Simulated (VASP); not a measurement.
Set up this calculation in VASP 6.6.1, as the native input.

| Quantity | Value |
| --- | --- |
| Task | single point |
| Functional | PBE |
| Dispersion | D3(BJ) |
| Potentials or basis | VASP PAW PBE potentials, release 64 (Cd, Se) |
| Cutoff | 520 eV |
| k mesh | 8 × 8 × 8 |
| Occupations | fermi-dirac, width 0.05 eV |
| Spin | no spin polarisation |
| Dipole correction | no |
| Further INCAR settings | ALGO = Normal; EDIFF = 1e-06; NBANDS = 16 |

The structure of CdSe lies in POSCAR:

```
CdSe
1.0
    0.0000000000      3.0496647307      3.0496647307
    3.0496647307      0.0000000000      3.0496647307
    3.0496647307      3.0496647307      0.0000000000
Cd Se
1 1
Direct
    0.0000000000      0.0000000000      0.0000000000
    0.2500000000      0.2500000000      0.2500000000
```

These files were run (other wordings do the same):

INCAR

```
SYSTEM = CdSe
  ALGO = Normal
  EDIFF = 1E-6
  ENCUT = 520
  GGA = PE
  ISIF = 2
  ISMEAR = -1
  IVDW = 12
  LASPH = .True.
  LCHARG = .False.
  LREAL = .False.
  LWAVE = .False.
  NBANDS = 16
  NELM = 100
  PREC = Accurate
  SIGMA = 0.05
```

KPOINTS

```
k-points
0
Gamma
  8 8 8
  0 0 0
```

Potentials or basis: VASP PAW PBE potentials, release 64 (Cd, Se).

Run with:

```console
$ cat potpaw_PBE.64/Cd/POTCAR potpaw_PBE.64/Se/POTCAR > POTCAR
$ mpirun -np 1 vasp_std > vasp.out
```

It gave:

```
Pressure                   : 0.6 GPa
Band gap on the k mesh     : 0.59 eV, direct
Dispersion energy per atom : -0.316 eV
```

Wall time 13 s on 1 thread of Intel Xeon 6975P-C (shared host), peak memory 0.2 GiB.
